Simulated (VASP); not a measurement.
# PdI (P6_3/mmc) in VASP: further runs

PdI is run at these levels: PBE; tasks: single point.

Program: VASP 6.6.1. These are calculated values, not measurements. Logs are shortened: lines on timing, memory, paths and dates and some standing lists are left out, and cuts for length are marked.

## Step 1: The cell of the first run

It takes space group P6_3/mmc (No. 194, hexagonal). Conventional cell: a = 4.336 Å, b = 4.336 Å, c = 5.942 Å, α = 90.00°, β = 90.00°, γ = 120.00°. Pd (site symmetry -3m) has 6 I at 2.91 Å and 2 Pd at 2.97 Å within 3.8 Å. Within 3.8 Å of I (site symmetry -6m2) lie 6 Pd at 2.91 Å.

## Step 2: Single point, PBE

INCAR

```
PREC     = Accurate       # precision mode
ENCUT    = 500            # plane-wave cutoff, eV
EDIFF    = 1E-6           # SCF threshold, eV
ISMEAR   = 0              # smearing method
SIGMA    = 0.1            # smearing width, eV
LREAL    = False          # projectors in reciprocal space
LASPH    = True           # aspherical terms in the spheres
NELM     = 120            # most SCF steps
ALGO     = Normal         # electronic algorithm
ISIF     = 2              # what is computed and relaxed
LWAVE    = False          # write WAVECAR
LCHARG   = False          # write CHGCAR
GGA      = PE             # functional
NBANDS   = 25             # bands
GGA_COMPAT= False
```

KPOINTS

```
Automatic mesh
0
Gamma
  6 6 4
```

POSCAR

```
PdI
1.0
    4.3358686282      0.0000000000      0.0000000000
   -2.1679343141      3.7549723795      0.0000000000
    0.0000000000      0.0000000000      5.9416646227
Pd I
2 2
Direct
    0.0000000000      0.0000000000      0.0000000000
    0.0000000000      0.0000000000      0.5000000000
    0.3333333333      0.6666666667      0.2500000000
    0.6666666667      0.3333333333      0.7500000000
```

Potentials or basis: VASP PAW PBE potentials, release 64 (Pd, I).

Started as:

```
$ cat potpaw_PBE.64/Pd/POTCAR potpaw_PBE.64/I/POTCAR > POTCAR
$ mpirun -np 1 vasp_std > vasp.out
```

OUTCAR:

```text
PREC = Accurate
   ENCUT = 500
   EDIFF = 1E-6
   ISMEAR = 0
   LREAL = False
   LASPH = True
   NELM = 120
   ISIF = 2
   GGA = PE

 ion  position               nearest neighbor table
   1  0.000  0.000  0.000-   3 2.91   4 2.91   4 2.91   3 2.91   4 2.91   3 2.91   2 2.97   2 2.97

   2  0.000  0.000  0.500-   3 2.91   4 2.91   4 2.91   3 2.91   4 2.91   3 2.91   1 2.97   1 2.97

   3  0.333  0.667  0.250-   1 2.91   2 2.91   1 2.91   2 2.91   1 2.91   2 2.91
   4  0.667  0.333  0.750-   1 2.91   2 2.91   1 2.91   2 2.91   1 2.91   2 2.91

  LATTYP: Found a hexagonal cell.
 ALAT       =     4.3358686282
 C/A-ratio  =     1.3703516255

  Lattice vectors:

 A1 = (   4.3358686282,   0.0000000000,   0.0000000000)
 A2 = (  -2.1679343141,   3.7549723795,   0.0000000000)
 A3 = (   0.0000000000,   0.0000000000,   5.9416646227)

Analysis of symmetry for initial positions (statically):
=====================================================================
 Subroutine PRICEL returns:
 Original cell was already a primitive cell.

 Routine SETGRP: Setting up the symmetry group for a
 hexagonal supercell.

 Subroutine GETGRP returns: Found 24 space group operations
 (whereof 12 operations were pure point group operations)
 out of a pool of 24 trial point group operations.

The static configuration has the point symmetry D_3d.
 The point group associated with its full space group is D_6h.

Analysis of symmetry for dynamics (positions and initial velocities):
=====================================================================
 Subroutine PRICEL returns:
 Original cell was already a primitive cell.

 Routine SETGRP: Setting up the symmetry group for a
 hexagonal supercell.

 Subroutine GETGRP returns: Found 24 space group operations
 (whereof 12 operations were pure point group operations)
 out of a pool of 24 trial point group operations.

The dynamic configuration has the point symmetry D_3d.
 The point group associated with its full space group is D_6h.

 Subroutine INISYM returns: Found 24 space group operations
 (whereof 12 operations are pure point group operations),
 and found     1 'primitive' translations

----------------------------------------------------------------------------------------

                                     Primitive cell

  volume of cell :      96.7366

  direct lattice vectors                    reciprocal lattice vectors
     4.335868628  0.000000000  0.000000000     0.230634294  0.133156772  0.000000000
    -2.167934314  3.754972379  0.000000000     0.000000000  0.266313543  0.000000000
     0.000000000  0.000000000  5.941664623     0.000000000  0.000000000  0.168303003

  length of vectors
     4.335868628  4.335868628  5.941664623     0.266313543  0.266313543  0.168303003

  position of ions in fractional coordinates (direct lattice)
     0.000000000  0.000000000  0.000000000
     0.000000000  0.000000000  0.500000000
     0.333333333  0.666666667  0.250000000
     0.666666667  0.333333333  0.750000000

  ion indices of the primitive-cell ions
   primitive index   ion index
                 1           1
                 2           2
                 3           3
                 4           4

----------------------------------------------------------------------------------------

 KPOINTS: Automatic mesh

Automatic generation of k-mesh.
 Grid dimensions read from file:
 generate k-points for:    6    6    4

 Generating k-lattice:

  Cartesian coordinates                     Fractional coordinates (reciprocal lattice)
     0.038439049  0.022192795  0.000000000     0.166666667  0.000000000  0.000000000
     0.000000000  0.044385591  0.000000000     0.000000000  0.166666667  0.000000000
     0.000000000  0.000000000  0.042075751     0.000000000  0.000000000  0.250000000

  Length of vectors
     0.044385591  0.044385591  0.042075751

  Shift w.r.t. Gamma in fractional coordinates (k-lattice)
     0.000000000  0.000000000  0.000000000

 Subroutine IBZKPT returns following result:
 ===========================================

 Found     21 irreducible k-points:

 Following reciprocal coordinates:
            Coordinates               Weight
  0.000000  0.000000  0.000000      1.000000
  0.166667  0.000000  0.000000      6.000000
  0.333333 -0.000000  0.000000      6.000000
  0.500000  0.000000  0.000000      3.000000
  0.166667  0.166667  0.000000      6.000000
  0.333333  0.166667  0.000000     12.000000
[... 13 lines left out ...]
  0.333333  0.166667  0.500000     12.000000
  0.333333  0.333333  0.500000      2.000000
   k-points           NKPTS =     21   k-points in BZ     NKDIM =     21   number of bands    NBANDS=     25
   number of dos      NEDOS =    301   number of ions     NIONS =      4
   total plane-waves  NPLWV =  49152
   dimension x,y,z NGX =    32 NGY =   32 NGZ =   48
   dimension x,y,z NGXF=    64 NGYF=   64 NGZF=   96
   ions per type =               2   2
   NGX,Y,Z   is equivalent  to a cutoff of  12.27, 12.27, 13.43 a.u.
   NGXF,Y,Z  is equivalent  to a cutoff of  24.54, 24.54, 26.86 a.u.
 SYSTEM =  unknown system
   PREC   = accura    normal or accurate (medium, high low for compatibility)
   ISTART =      0    job   : 0-new  1-cont  2-samecut
   ICHARG =      2    charge: 1-file 2-atom 10-const
   ISPIN  =      1    spin polarized calculation?
   LNONCOLLINEAR =      F non collinear calculations
   LSORBIT =      F    spin-orbit coupling
   LASPH  =      T    aspherical Exc in radial PAW
   ENCUT  =  500.0 eV  36.75 Ry    6.06 a.u.   7.91  7.91 10.83*2*pi/ulx,y,z
   NELM   =    120;   NELMIN=  2; NELMDL= -5     # of ELM steps
   EDIFF  = 0.1E-05   stopping-criterion for ELM
   LREAL  =      F    real-space projection
   EDIFFG = 0.1E-04   stopping-criterion for IOM
   NSW    =      0    number of steps for IOM
   IBRION =     -1    ionic relax: 0-MD 1-quasi-New 2-CG
   NFREE  =      0    steps in history (QN), initial steepest desc. (CG)
   ISIF   =      2    stress and relaxation
   ISYM   =      2    0-nonsym 1-usesym 2-fastsym
   POTIM  = 0.5000    time-step for ionic-motion
   TEBEG  =    0.0;   TEEND  =   0.0 temperature during run
   PSTRESS=    0.0 pullay stress
   NELECT =      34.0000    total number of electrons
   NUPDOWN=      -1.0000    fix difference up-down
   EMIN   =  10.00;   EMAX   =-10.00  energy-range for DOS
   EFERMI =   0.00;   METHOD = LEGACY
   ISMEAR =     0;   SIGMA  =   0.10  broadening in eV -4-tet -1-fermi 0-gaus
   EFERMI_NEDOS =   21; number of points for ismear=-14 and -15
   IALGO  =     38    algorithm
   IMIX   =      4    mixing-type and parameters
     AMIX     =   0.40;   BMIX     =  1.00
     AMIX_MAG =   1.60;   BMIX_MAG =  1.00
  volume/ion in A,a.u.               =      24.18       163.20
  Fermi-wavevector in a.u.,A,eV,Ry     =   1.155325  2.183248 18.160725  1.334776
  Thomas-Fermi vector in A             =   2.291954
   LORBIT       =      0    0 simple, 1 ext, 2 COOP (PROOUT), +10 PAW based schemes
   GGA     = PE    functional components
   LHFCALC =     F    Hartree Fock is set to
   AEXX    =    0.0000 exact exchange contribution
   IVDW    =     0    specifies the selected vdW correction
   LEPSILON=     F    determine dielectric tensor
   LRPA    =     F    only Hartree local field effects (RPA)
 non-spin polarized calculation
 Gauss-broadening in eV      SIGMA  =   0.10
  energy-cutoff  :      500.00
  volume of cell :       96.74
 maximum number of plane-waves:      2490
 NGX is ok and might be reduce to    32
   NGX = 15   NGY = 15   NGZ = 21

 number of electron      34.0000010 magnetization

 Free energy of the ion-electron system (eV)
  ---------------------------------------------------
  ext. energy  EPLUGINS =         0.00000000
  ---------------------------------------------------
  free energy    TOTEN  =       -13.49342405 eV

  energy without entropy =      -13.47732897  energy(sigma->0) =      -13.48537651

 E-fermi :   7.3288     XC(G=0): -10.4375

 val. band max:        7.3129675836   @ k =   0.3333  -0.0000   0.2500
 cond. band min:       7.3393013683   @ k =   0.3333   0.3333   0.2500
 fundamental gap:      0.0263337847
 Fermi energy:         7.3287976295

 k-point     1 :       0.0000    0.0000    0.0000
  band No.  band energies     occupation
      1      -7.0922      2.00000
      2      -5.8605      2.00000
      3       1.2263      2.00000
      4       2.3649      2.00000
      5       2.3649      2.00000
      6       3.9682      2.00000
[... 17 lines left out ...]
     24      15.0897      0.00000
     25      15.7701      0.00000

 k-point     2 :       0.1667    0.0000    0.0000
  band No.  band energies     occupation
      1      -6.9472      2.00000
      2      -5.8905      2.00000
      3       1.5026      2.00000
      4       2.4340      2.00000
      5       2.4574      2.00000
      6       3.2617      2.00000
[... 17 lines left out ...]
     24      13.8685      0.00000
     25      14.2348      0.00000

 k-point     3 :       0.3333   -0.0000    0.0000
  band No.  band energies     occupation
      1      -6.5948      2.00000
      2      -5.9873      2.00000
      3       1.7604      2.00000
      4       2.2361      2.00000
      5       2.5856      2.00000
      6       2.7969      2.00000
[... 17 lines left out ...]
     24      14.1480      0.00000
     25      15.1208      0.00000

 k-point     4 :       0.5000    0.0000    0.0000
  band No.  band energies     occupation
      1      -6.3075      2.00000
      2      -6.1307      2.00000
      3       1.1714      2.00000
      4       2.6654      2.00000
      5       2.9266      2.00000
      6       2.9944      2.00000
[... 17 lines left out ...]
     24      15.2067      0.00000
     25      15.9364      0.00000
[... 393 lines left out ...]
 k-point    19 :       0.1667    0.1667    0.5000
  band No.  band energies     occupation
      1      -6.3425      2.00000
      2      -6.3425      2.00000
      3       1.8122      2.00000
      4       1.8122      2.00000
      5       2.9502      2.00000
      6       2.9502      2.00000
[... 17 lines left out ...]
     24      13.9752      0.00000
     25      15.6247      0.00000

 k-point    20 :       0.3333    0.1667    0.5000
  band No.  band energies     occupation
      1      -6.2093      2.00000
      2      -6.2093      2.00000
      3       1.6090      2.00000
      4       1.6090      2.00000
      5       2.7625      2.00000
      6       2.7625      2.00000
[... 17 lines left out ...]
     24      14.3735      0.00000
     25      15.5481      0.00000

 k-point    21 :       0.3333    0.3333    0.5000
  band No.  band energies     occupation
      1      -6.1650      2.00000
      2      -6.1650      2.00000
      3       1.8999      2.00000
      4       1.8999      2.00000
      5       2.3011      2.00000
      6       2.3011      2.00000
[... 17 lines left out ...]
     24      14.9217      0.00000
     25      14.9487      0.00000

------------------------ aborting loop because EDIFF is reached ----------------------------------------

  FORCE on cell =-STRESS in cart. coord.  units (eV):
  Direction    XX          YY          ZZ          XY          YZ          ZX
  --------------------------------------------------------------------------------------
  -------------------------------------------------------------------------------------
  Total       -0.0580693     -0.0580693     -0.1093460     -0.0000000      0.0000000      0.0000000
  in kB       -0.9617594     -0.9617594     -1.8110172     -0.0000000      0.0000000      0.0000000
  external PRESSURE =      -1.2448453 kB  Pullay stress =       0.0000000 kB

 VOLUME and BASIS-vectors are now :
 -----------------------------------------------------------------------------
  energy-cutoff  :      500.00
  volume of cell :       96.74
      direct lattice vectors                 reciprocal lattice vectors
     4.335868628  0.000000000  0.000000000     0.230634294  0.133156772  0.000000000
    -2.167934314  3.754972379  0.000000000     0.000000000  0.266313543  0.000000000
     0.000000000  0.000000000  5.941664623     0.000000000  0.000000000  0.168303003

 POSITION                                       TOTAL-FORCE (eV/Angst)
 -----------------------------------------------------------------------------------
      0.00000      0.00000      0.00000        -0.000000      0.000000     -0.000000
      0.00000      0.00000      2.97083        -0.000000      0.000000     -0.000000
     -0.00000      2.50331      1.48542         0.000000      0.000000     -0.000000
      2.16793      1.25166      4.45625         0.000000     -0.000000      0.000000
 -----------------------------------------------------------------------------------
    total drift:                                0.000000     -0.000000      0.000000

  FREE ENERGIE OF THE ION-ELECTRON SYSTEM (eV)
  ---------------------------------------------------
  free  energy   TOTEN  =       -13.4934240514 eV

  energy  without entropy=      -13.4773289686  energy(sigma->0) =      -13.48537651
```

It took 52 s on 1 thread of Intel Xeon 8259CL, shared host; peak memory 0.23 GiB.

What came out:

```yaml
Free_energy: -13.4934 eV
Pressure: -0.1 GPa
Band_gap_on_the_k_mesh: zero (band 17 reaches 8.09 eV, above the bottom of band 18 at 6.48 eV)
```

Stress tensor (GPa, compression positive):
```
-0.10  0.00  0.00
 0.00 -0.10  0.00
 0.00  0.00 -0.18
```

Caveat: spin-orbit coupling is left out, which moves the levels of the heavy elements.

## Step 3: Single point, PBE

This run uses another cell than the first one, of 26.16 Å³/atom, 1.082 times its volume.

INCAR

```
  PREC = Accurate
  ENCUT = 500
  EDIFF = 1E-6
  ISMEAR = 0
  SIGMA = 0.1
  LREAL = F
  LASPH = T
  NELM = 120
  ALGO = Normal
  ISIF = 2
  LWAVE = F
  LCHARG = T
  GGA = PE
  LELF = T
  LVHAR = T
  NBANDS = 25
  GGA_COMPAT = F
```

KPOINTS is that of step 2.

POSCAR

```
PdI
1.0
    4.3896336046      0.0000000000      0.0000000000
   -2.1948168023      3.8015342149      0.0000000000
    0.0000000000      0.0000000000      6.2709056753
Pd I
2 2
Direct
    0.0000000000      0.0000000000      0.0000000000
    0.0000000000      0.0000000000      0.5000000000
    0.3333333333      0.6666666667      0.2500000000
    0.6666666667      0.3333333333      0.7500000000
```

Potentials or basis: VASP PAW PBE potentials, release 64 (Pd, I).

Started as:

```
$ cat potpaw_PBE.64/Pd/POTCAR potpaw_PBE.64/I/POTCAR > POTCAR
$ mpirun -np 1 vasp_std > vasp.out
```

It took 55 s on 1 thread of Intel Xeon 8259CL, shared host; peak memory 0.23 GiB.

The run converged. Its results:

```
Free energy            : -13.3677 eV
Pressure               : -4.1 GPa
Band gap on the k mesh : zero (band 17 reaches 6.94 eV, above the bottom of band 18 at 5.56 eV)
```

Stress tensor (GPa, compression positive):
```
-3.77  0.00  0.00
 0.00 -3.77  0.00
 0.00  0.00 -4.87
```

Levels at points of the mesh, in eV from the Fermi level:
| k point | band 13 | band 14 | band 15 | band 16 | band 17 | band 18 | band 19 | band 20 | band 21 | band 22 |
| --- | --- | --- | --- | --- | --- | --- | --- | --- | --- | --- |
| (0.00, 0.00, 0.00) | -1.45 | -1.33 | -1.33 | -0.26 | 0.68 | 0.68 | 1.20 | 2.60 | 5.22 | 5.22 |
| (0.50, 0.00, 0.00) | -1.48 | -1.34 | -1.31 | -1.25 | 0.28 | 0.69 | 3.57 | 3.59 | 3.65 | 5.05 |
| (0.00, 0.00, 0.50) | -1.64 | -1.64 | -0.11 | -0.11 | -0.11 | -0.11 | 3.15 | 3.15 | 5.85 | 5.85 |
| (0.50, 0.00, 0.50) | -1.57 | -1.57 | -0.60 | -0.60 | -0.34 | -0.34 | 2.50 | 2.50 | 6.08 | 6.08 |

Caveat: spin-orbit coupling is left out, which moves the levels of the heavy elements.
